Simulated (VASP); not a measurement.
Input of a VASP 6.6.1 run:

INCAR

```
SYSTEM = Al2Cu
  PREC = Accurate
  ENCUT = 520
  EDIFF = 1E-7
  ISMEAR = 0
  SIGMA = 0.1
  LREAL = .False.
  LASPH = .True.
  NELM = 100
  ALGO = Normal
  ISIF = 2
  LWAVE = .False.
  LCHARG = .True.
  GGA = CA
  LELF = .True.
  LVHAR = .True.
  NBANDS = 16
```

KPOINTS

```
Automatic mesh
0
Gamma
  8 8 12
  0 0 0
```

POSCAR

```
Al2Cu
1.0
    4.0511000446      0.0000000000      0.0000000000
    0.0000000000      4.0511000446      0.0000000000
    0.0000000000      0.0000000000      2.8119258758
Al Cu
2 1
Direct
    0.5000000000      0.0000000000      0.5000000000
    0.0000000000      0.5000000000      0.5000000000
    0.0000000000      0.0000000000      0.0000000000
```

Potentials or basis: VASP PAW LDA potentials, release 64 (Al, Cu).

The run is started by

```sh
$ cat potpaw_LDA.64/Al/POTCAR potpaw_LDA.64/Cu/POTCAR > POTCAR
$ mpirun -np 1 vasp_std > vasp.out
```

Problem. What does it give for the pressure?

Solution. 0.3 GPa.
